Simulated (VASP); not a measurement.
Set up this calculation in VASP 6.6.1, as the native input.

| Property | Result |
| --- | --- |
| Task | single point |
| Functional | PBEsol-based screened hybrid with 25 % exact exchange |
| Potentials or basis | VASP PAW PBE potentials, release 64 (Sr_sv, O) |
| Cutoff | 520 eV |
| k mesh | 5 × 5 × 5 |
| Occupations | fermi-dirac, width 0.05 eV |
| Spin | no spin polarisation |
| Dipole correction | no |
| Grid for exact exchange (PRECFOCK) | Normal |
| Share of exact exchange | 0.25 |
| Further INCAR settings | ALGO = Normal; EDIFF = 1e-06; NBANDS = 15 |
| Screening parameter | 0.207 1/Å |

The system is SrO.

```
CELL_PARAMETERS angstrom
0.00000 2.56630 2.56630
2.56630 0.00000 2.56630
2.56630 2.56630 0.00000
ATOMIC_POSITIONS crystal
Sr 0.50000 0.50000 0.50000
O 0.00000 0.00000 0.00000
```

One way to write it, as run:

POSCAR

```
SrO
1.0
    0.0000000000      2.5663000000      2.5663000000
    2.5663000000      0.0000000000      2.5663000000
    2.5663000000      2.5663000000      0.0000000000
Sr O
1 1
Direct
    0.5000000000      0.5000000000      0.5000000000
    0.0000000000      0.0000000000      0.0000000000
```

INCAR.step1

```
SYSTEM = SrO
PREC     = Accurate       ! precision mode
ENCUT    = 520            ! plane-wave cutoff, eV
EDIFF    = 1E-5           ! SCF threshold, eV
ISMEAR   = -1             ! smearing method
SIGMA    = 0.05           ! smearing width, eV
LREAL    = .False.        ! projectors in reciprocal space
LASPH    = .True.         ! aspherical terms in the spheres
NELM     = 60             ! most SCF steps
ALGO     = Normal         ! electronic algorithm
ISIF     = 2              ! what is computed and relaxed
LWAVE    = .True.         ! write WAVECAR
GGA      = PE             ! functional
NBANDS   = 15             ! bands
```

INCAR.step2

```
SYSTEM = SrO
PREC     = Accurate       ! precision mode
ENCUT    = 520            ! plane-wave cutoff, eV
EDIFF    = 1E-6           ! SCF threshold, eV
ISMEAR   = -1             ! smearing method
SIGMA    = 0.05           ! smearing width, eV
LREAL    = .False.        ! projectors in reciprocal space
LASPH    = .True.         ! aspherical terms in the spheres
NELM     = 60             ! most SCF steps
ALGO     = Normal         ! electronic algorithm
ISIF     = 2              ! what is computed and relaxed
LWAVE    = .False.        ! write WAVECAR
LCHARG   = .True.         ! write CHGCAR
GGA      = PS             ! functional
LHFCALC  = .True.         ! exact exchange
AEXX     = 0.25           ! exact-exchange fraction
HFSCREEN = 0.207          ! screening, 1/A
PRECFOCK = Normal       
LELF     = .True.         ! ELF
LVHAR    = .True.       
ISTART   = 1            
NBANDS   = 15             ! bands
```

KPOINTS

```
Automatic mesh
0
Gamma
  5 5 5
  0 0 0
```

Potentials or basis: VASP PAW PBE potentials, release 64 (Sr_sv, O).

Command:

```sh
$ cat potpaw_PBE.64/Sr_sv/POTCAR potpaw_PBE.64/O/POTCAR > POTCAR
$ cp INCAR.step1 INCAR
$ mpirun -np 1 vasp_std > vasp.out
$ cp INCAR.step2 INCAR
$ mpirun -np 1 vasp_std > vasp.out
```

Results of the run:

The pressure is -1.1 GPa. The band gap on the k mesh is 4.84 eV (least direct gap 4.96 eV).

Caveat: the k points lie up to 0.42 Å⁻¹ apart; the PAW data sets were made with another functional, which shifts forces and pressure a little; an odd mesh through Γ misses points on the zone boundary, where band edges can lie.

Wall time 13 min on 1 thread of Intel(R) Xeon(R) Platinum 8375C CPU @ 2.90GHz (Ice Lake), on a shared host, peak memory 0.27 GiB.
